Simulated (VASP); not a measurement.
Write the native input for VASP 6.6.1 that does the following.

```yaml
Task: single point
Functional: PBE
Potentials_or_basis: VASP PAW PBE potentials, release 64 (Cs_sv, Tl_d, N)
Cutoff: 600 eV
k_mesh: 4 × 4 × 4
Occupations: gaussian, width 0.1 eV
Spin: no spin polarisation
Dipole_correction: no
Further_INCAR_settings: ALGO = Normal; EDIFF = 1e-06; NBANDS = 48
```

The structure of Cs3Tl3N2 lies in POSCAR:

```
Cs3Tl3N2
1.0
    7.6668969906      0.0000000000      0.0000000000
    2.2130551482      7.5872721780      0.0000000000
    2.4730322768      3.1180223580      6.8560926054
Cs Tl N
3 3 2
Direct
    0.5832865372      0.2736166849      0.0002783065
    0.3098401434      0.0006518638      0.7232680642
    0.0021620282      0.6594674977      0.3892885619
    0.8587690338      0.1358353321      0.4831235498
    0.0249803253      0.3786378124      0.0684776448
    0.8241284509      0.7807954313      0.8677193370
    0.4390629095      0.6784315994      0.5267819445
    0.4577705716      0.5925637784      0.4410625912
```

The input as run:

INCAR

```
ALGO = Normal
EDIFF = 1E-6
ENCUT = 600
GGA = PE
GGA_COMPAT = F
ISIF = 2
ISMEAR = 0
LASPH = T
LCHARG = T
LELF = T
LREAL = F
LVHAR = T
LWAVE = F
NBANDS = 48
NELM = 120
PREC = Accurate
SIGMA = 0.1
```

KPOINTS

```
k-points
0
Gamma
  4 4 4
```

Potentials or basis: VASP PAW PBE potentials, release 64 (Cs_sv, Tl_d, N).

The run is started by

```console
$ cat potpaw_PBE.64/Cs_sv/POTCAR potpaw_PBE.64/Tl_d/POTCAR potpaw_PBE.64/N/POTCAR > POTCAR
$ mpirun -np 1 vasp_std > vasp.out
```

It gave:

```json
{
 "Pressure": "0.2 GPa",
 "Largest force": "1.295 eV/Å",
 "Band gap on the k mesh": "zero (bands 38 and 39 overlap by 0.22 eV)"
}
```

Caveat: the standard files for N, O and F lose accuracy on very short bonds; spin-orbit coupling is left out, which moves the levels of the heavy elements; forces of over 1 eV/Å act on the atoms, so gaps and moduli don't describe the material at rest.

Wall time 45 min on 1 thread of Intel Xeon 8259CL (shared host), peak memory 1 GiB.
